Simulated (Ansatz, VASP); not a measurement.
# HfTe4: VASP beside Ansatz

```
Hf Te
1.0
    -3.43419    3.43419    3.43419
     3.43419   -3.43419    3.43419
     3.43419    3.43419   -3.43419
Hf Te
1 4
Direct
  0.00000 0.00000 0.00000
  0.00000 0.00000 0.50000
  0.00000 0.50000 0.00000
  0.50000 0.00000 0.00000
  0.50000 0.50000 0.50000
```

Change from the starting cell: species swapped into the MnGa4 type (Im-3m, No. 229).

Alike in both runs: functional PBE; k mesh 8 × 8 × 8; occupations gaussian, width 0.1 eV; no spin polarisation.

Ansatz relaxed the structure, and its values are those at the end. VASP's run is a single point on that final structure, the one shown.

|  | VASP | Ansatz |
| --- | --- | --- |
| version | VASP 6.6.1 | Ansatz 0.2.0 |
| potentials or method | VASP PAW PBE potentials, release 64 (Hf_pv, Te), cutoff 500 eV | scalar-relativistic, plane waves, PAW |
| valence electrons in the cell | 34 | 90 |

Ansatz gave:

| Quantity | Value |
| --- | --- |
| gap on the k mesh at the Fermi level (eV) | none |
| pressure (GPa) | 0.0 |

Which values does VASP return?

gap on the k mesh at the Fermi level (eV): none; pressure (GPa): -0.2.

A gap of «none» marks a metal or a gap that the smearing closes. The functional is the same, so the differences come from potentials, cutoffs and numerics. VASP's potentials hold 34 valence electrons a cell and Ansatz's 90, so a difference there can come from the potentials and not from the codes.

Spin-orbit coupling is off throughout.
